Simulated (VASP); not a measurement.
# P (R-3m) in VASP: notebook, part 2 of 2

VASP 6.6.1. Earlier steps stand in the parts before.

## Step 4: Single point, r2SCAN+D3(BJ) (15.45 Å³/atom)

This run uses another cell than the first one, of 15.45 Å³/atom.

File POSCAR:

```
P
1.0
    1.7218934786      0.9941356634      3.0085305717
   -1.7218934786      0.9941356634      3.0085305717
    0.0000000000     -1.9882713266      3.0085305718
P
2
Direct
    0.2300537872      0.2300537872      0.2300537872
    0.7699462128      0.7699462128      0.7699462128
```

File INCAR.step1:

```
PREC = Accurate
ENCUT = 520
ISMEAR = 0
SIGMA = 0.05
LREAL = False
LASPH = True
NELM = 100
NBANDS = 12
GGA = PE
ALGO = Normal
EDIFF = 1E-4
LWAVE = True
LCHARG = False
```

File INCAR.step2:

```
PREC = Accurate
ENCUT = 520
EDIFF = 1E-6
ISMEAR = 0
SIGMA = 0.05
LREAL = False
LASPH = True
NELM = 100
ALGO = Normal
ISIF = 2
LWAVE = False
LCHARG = False
METAGGA = R2SCAN
LMIXTAU = True
IVDW = 12
VDW_S6 = 1.0
VDW_S8 = 0.78981345
VDW_A1 = 0.49484001
VDW_A2 = 5.73083694
NBANDS = 12
ISTART = 1
```

File KPOINTS:

```
regular mesh
0
Gamma
  16 16 16
```

Potentials or basis: VASP PAW PBE potentials, release 64 (P).

Started as:

```console
$ cat potpaw_PBE.64/P/POTCAR > POTCAR
$ cp INCAR.step1 INCAR
$ mpirun -np 1 vasp_std > vasp.out
$ cp INCAR.step2 INCAR
$ mpirun -np 1 vasp_std > vasp.out
```

OUTCAR:

```text
PREC = Accurate
   ENCUT = 520
   EDIFF = 1E-6
   ISMEAR = 0
   LREAL = False
   LASPH = True
   NELM = 100
   ISIF = 2
   METAGGA = R2SCAN
   IVDW = 12
   ISTART = 1
 IVDW          = 12

 ion  position               nearest neighbor table
   1  0.230  0.230  0.230-   2 2.29   2 2.29   2 2.29   2 2.73   2 2.73   2 2.73
   2  0.770  0.770  0.770-   1 2.29   1 2.29   1 2.29   1 2.73   1 2.73   1 2.73

  LATTYP: Found a trigonal (rhomboedric) cell.
 ALAT       =     3.6061723572
 COS(alpha) =     0.5440160063

  Lattice vectors:

 A1 = (   1.7218934786,   0.9941356634,   3.0085305717)
 A2 = (  -1.7218934786,   0.9941356634,   3.0085305717)
 A3 = (   0.0000000000,  -1.9882713266,   3.0085305718)

Analysis of symmetry for initial positions (statically):
=====================================================================
 Subroutine PRICEL returns:
 Original cell was already a primitive cell.

 Routine SETGRP: Setting up the symmetry group for a
 trigonal (rhombohedral) supercell.

 Subroutine GETGRP returns: Found 12 space group operations
 (whereof 12 operations were pure point group operations)
 out of a pool of 12 trial point group operations.

The static configuration has the point symmetry D_3d.

Analysis of symmetry for dynamics (positions and initial velocities):
=====================================================================
 Subroutine PRICEL returns:
 Original cell was already a primitive cell.

 Routine SETGRP: Setting up the symmetry group for a
 trigonal (rhombohedral) supercell.

 Subroutine GETGRP returns: Found 12 space group operations
 (whereof 12 operations were pure point group operations)
 out of a pool of 12 trial point group operations.

The dynamic configuration has the point symmetry D_3d.

 Subroutine INISYM returns: Found 12 space group operations
 (whereof 12 operations are pure point group operations),
 and found     1 'primitive' translations

----------------------------------------------------------------------------------------

                                     Primitive cell

  volume of cell :      30.8999

  direct lattice vectors                    reciprocal lattice vectors
     1.721893479  0.994135663  3.008530572     0.290378009  0.167649822  0.110796060
    -1.721893479  0.994135663  3.008530572    -0.290378009  0.167649822  0.110796060
     0.000000000 -1.988271327  3.008530572     0.000000000 -0.335299643  0.110796060

  length of vectors
     3.606172357  3.606172357  3.606172357     0.353131162  0.353131162  0.353131162

  position of ions in fractional coordinates (direct lattice)
     0.230053787  0.230053787  0.230053787
     0.769946213  0.769946213  0.769946213

  ion indices of the primitive-cell ions
   primitive index   ion index
                 1           1
                 2           2

----------------------------------------------------------------------------------------

 KPOINTS: regular mesh

Automatic generation of k-mesh.
 Grid dimensions read from file:
 generate k-points for:   16   16   16

 Generating k-lattice:

  Cartesian coordinates                     Fractional coordinates (reciprocal lattice)
     0.018148626  0.010478114  0.006924754     0.062500000  0.000000000  0.000000000
    -0.018148626  0.010478114  0.006924754     0.000000000  0.062500000  0.000000000
     0.000000000 -0.020956228  0.006924754     0.000000000  0.000000000  0.062500000

  Length of vectors
     0.022070698  0.022070698  0.022070698

  Shift w.r.t. Gamma in fractional coordinates (k-lattice)
     0.000000000  0.000000000  0.000000000

 Subroutine IBZKPT returns following result:
 ===========================================

 Found    417 irreducible k-points:

 Following reciprocal coordinates:
            Coordinates               Weight
  0.000000  0.000000  0.000000      1.000000
  0.062500 -0.000000  0.000000      6.000000
  0.125000 -0.000000  0.000000      6.000000
  0.187500 -0.000000  0.000000      6.000000
  0.250000 -0.000000  0.000000      6.000000
  0.312500  0.000000  0.000000      6.000000
[... 16 lines left out ...]
 -0.125000  0.062500  0.000000     12.000000
 -0.062500  0.062500  0.000000      6.000000
 [... further k-points ...]
   k-points           NKPTS =    417   k-points in BZ     NKDIM =    417   number of bands    NBANDS=     12
   number of dos      NEDOS =    301   number of ions     NIONS =      2
   total plane-waves  NPLWV =  21952
   dimension x,y,z NGX =    28 NGY =   28 NGZ =   28
   dimension x,y,z NGXF=    56 NGYF=   56 NGZF=   56
   ions per type =               2
   NGX,Y,Z   is equivalent  to a cutoff of  12.91, 12.91, 12.91 a.u.
   NGXF,Y,Z  is equivalent  to a cutoff of  25.82, 25.82, 25.82 a.u.
 SYSTEM =  unknown system
   PREC   = accura    normal or accurate (medium, high low for compatibility)
   ISTART =      1    job   : 0-new  1-cont  2-samecut
   ICHARG =      0    charge: 1-file 2-atom 10-const
   ISPIN  =      1    spin polarized calculation?
   LNONCOLLINEAR =      F non collinear calculations
   LSORBIT =      F    spin-orbit coupling
   LASPH  =      T    aspherical Exc in radial PAW
   ENCUT  =  520.0 eV  38.22 Ry    6.18 a.u.   6.71  6.71  6.71*2*pi/ulx,y,z
   NELM   =    100;   NELMIN=  2; NELMDL=  0     # of ELM steps
   EDIFF  = 0.1E-05   stopping-criterion for ELM
   LREAL  =      F    real-space projection
[... 7 lines left out ...]
   TEBEG  =    0.0;   TEEND  =   0.0 temperature during run
   PSTRESS=    0.0 pullay stress
   NELECT =      10.0000    total number of electrons
   NUPDOWN=      -1.0000    fix difference up-down
   EMIN   =  10.00;   EMAX   =-10.00  energy-range for DOS
   EFERMI =   0.00;   METHOD = LEGACY
   ISMEAR =     0;   SIGMA  =   0.05  broadening in eV -4-tet -1-fermi 0-gaus
   EFERMI_NEDOS =   21; number of points for ismear=-14 and -15
   IALGO  =     38    algorithm
   IMIX   =      4    mixing-type and parameters
     AMIX     =   0.40;   BMIX     =  1.00
     AMIX_MAG =   1.60;   BMIX_MAG =  1.00
  volume/ion in A,a.u.               =      15.45       104.26
  Fermi-wavevector in a.u.,A,eV,Ry     =   1.123972  2.124000 17.188428  1.263314
  Thomas-Fermi vector in A             =   2.260642
   LORBIT       =      0    0 simple, 1 ext, 2 COOP (PROOUT), +10 PAW based schemes
   METAGGA = R2SCAN    functional components
   LHFCALC =     F    Hartree Fock is set to
   AEXX    =    0.0000 exact exchange contribution
   IVDW    =    12    specifies the selected vdW correction
   LEPSILON=     F    determine dielectric tensor
   LRPA    =     F    only Hartree local field effects (RPA)
 non-spin polarized calculation
 Gauss-broadening in eV      SIGMA  =   0.05
  energy-cutoff  :      520.00
  volume of cell :       30.90
 maximum number of plane-waves:       849
   NGX = 13   NGY = 13   NGZ = 13

 number of electron      10.0000000 magnetization

 Free energy of the ion-electron system (eV)
  ---------------------------------------------------
  ext. energy  EPLUGINS =         0.00000000
  ---------------------------------------------------
  free energy    TOTEN  =       -17.76662740 eV

  energy without entropy =      -17.76632894  energy(sigma->0) =      -17.76647817

 E-fermi :   9.5994     XC(G=0): -11.5222

 val. band max:        9.5751187830   @ k =   0.4375   0.3125   0.3125
 cond. band min:       9.6085919080   @ k =   0.3750   0.1250   0.1250
 fundamental gap:      0.0334731250
 Fermi energy:         9.5994308834

 k-point     1 :       0.0000    0.0000    0.0000
  band No.  band energies     occupation
      1      -8.1377      2.00000
      2       6.2794      2.00000
      3       6.3393      2.00000
      4       6.3393      2.00000
      5       6.5469      2.00000
      6      11.3910      0.00000
      7      12.6299      0.00000
      8      12.6299      0.00000
      9      15.4496      0.00000
     10      15.4496      0.00000
     11      16.7681      0.00000
     12      16.7712      0.00000
[... 331 lines left out ...]
 k-point    24 :      -0.0625    0.0625    0.0000
  band No.  band energies     occupation
      1      -7.9525      2.00000
      2       4.5326      2.00000
      3       5.9468      2.00000
      4       6.4445      2.00000
      5       7.6649      2.00000
      6      11.7797      0.00000
      7      12.3152      0.00000
      8      12.7343      0.00000
      9      14.4472      0.00000
     10      14.7548      0.00000
     11      16.1255      0.00000
     12      17.6939      0.00000

 [... further k-points ...]

------------------------ aborting loop because EDIFF is reached ----------------------------------------

 Edisp (eV)   -0.42725

 E8    (eV) :    -0.1215

  FORCE on cell =-STRESS in cart. coord.  units (eV):
  Direction    XX          YY          ZZ          XY          YZ          ZX
  --------------------------------------------------------------------------------------
  -------------------------------------------------------------------------------------
  Total      -0.10289    -0.10289    -0.08547    -0.00000     0.00000     0.00000
  in kB      -5.33489    -5.33489    -4.43191    -0.00000     0.00000     0.00000
  external pressure =       -5.03 kB  Pullay stress =        0.00 kB

 VOLUME and BASIS-vectors are now :
 -----------------------------------------------------------------------------
  energy-cutoff  :      520.00
  volume of cell :       30.90
      direct lattice vectors                 reciprocal lattice vectors
     1.721893479  0.994135663  3.008530572     0.290378009  0.167649822  0.110796060
    -1.721893479  0.994135663  3.008530572    -0.290378009  0.167649822  0.110796060
     0.000000000 -1.988271327  3.008530572     0.000000000 -0.335299643  0.110796060

 POSITION                                       TOTAL-FORCE (eV/Angst)
 -----------------------------------------------------------------------------------
      0.00000      0.00000      2.07637         0.000000     -0.000000     -0.100530
      0.00000      0.00000      6.94922         0.000000      0.000000      0.100530
 -----------------------------------------------------------------------------------
    total drift:                               -0.000000      0.000000     -0.000000

  FREE ENERGIE OF THE ION-ELECTRON SYSTEM (eV)
  ---------------------------------------------------
  free  energy   TOTEN  =       -18.1938742184 eV

  energy  without entropy=      -18.1935757602  energy(sigma->0) =      -18.19372499
```

Run time: 3.8 min. Hardware: 1 thread of Intel Xeon 6975P-C (Granite Rapids), shared host; peak memory 0.25 GiB.

What came out:

| Item | Value |
| --- | --- |
| Free energy | -18.1939 eV |
| Pressure | -0.5 GPa |
| Largest force | 0.101 eV/Å |
| Band gap on the k mesh | zero (bands 5 and 6 overlap by 1.12 eV) |
| Dispersion energy per atom | -0.214 eV |

Forces in eV/Å, atoms in the order of the input:
```
P    0.000  0.000 -0.101
P    0.000  0.000  0.101
```

Caveat: the PAW data sets were made with another functional, which shifts forces and pressure a little.

## Step 5: The runs side by side

```tsv
task	level	cell	k mesh	cutoff (eV)	gap on the mesh (eV)	pressure (GPa)	largest force (eV/Å)
single point	PBE+D3(BJ)	a = 3.518 Å, angles 58.4°, 2 atoms, atomic positions A	8 × 8 × 8	520	none	-0.4	0.07
relaxation of cell and atoms	PBE+D3(BJ)	relaxed from a = 3.710 Å, angles 55.4°, 2 atoms, atomic positions B	8 × 8 × 8	600	none	-0.1	0.01
single point	r2SCAN+D3(BJ)	a = 3.606 Å, angles 57.0°, 2 atoms, atomic positions C	16 × 16 × 16	520	none	-0.5	0.10
```

Alike in all rows: potentials or basis VASP PAW PBE potentials, release 64 (P); no spin polarisation; smearing gaussian 0.05 eV.

Caveats: the PAW data sets were made with another functional, which shifts forces and pressure a little (at least some runs).

Absolute energies hang on the potentials; compare differences alone.
